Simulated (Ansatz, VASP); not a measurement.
## La: VASP beside Ansatz

```
CELL_PARAMETERS angstrom
3.77484 0.00000 0.00000
-1.88742 3.26910 0.00000
0.00000 0.00000 6.11020
ATOMIC_POSITIONS crystal
La 0.66667 0.33333 0.75000
La 0.33333 0.66667 0.25000
```

Change from the starting cell: volume scaled by 1.02.

Alike in both runs: task single point; functional PBEsol; k mesh 8 × 8 × 5; occupations fermi-dirac, width 0.05 eV; no spin polarisation.

|  | VASP | Ansatz |
| --- | --- | --- |
| version | VASP 6.6.1 | Ansatz 0.2.0 |
| potentials or method | VASP PAW PBE potentials, release 64 (La), cutoff 520 eV | all-electron LAPW, scalar-relativistic |

```tsv
	VASP	Ansatz	Ansatz less VASP
gap on the k mesh at the Fermi level (eV)	none	none	-
pressure (GPa)	-1.9	-1.9	0.00
traceless stress, the component that is largest in VASP (GPa)	-0.22	-0.23	-0.010
```

VASP's potentials were made for PBE, not for PBEsol. A gap of «none» marks a metal or a gap that the smearing closes. Ansatz ran all-electron here, and VASP with PAW potentials.

Neither program's run includes spin-orbit coupling.
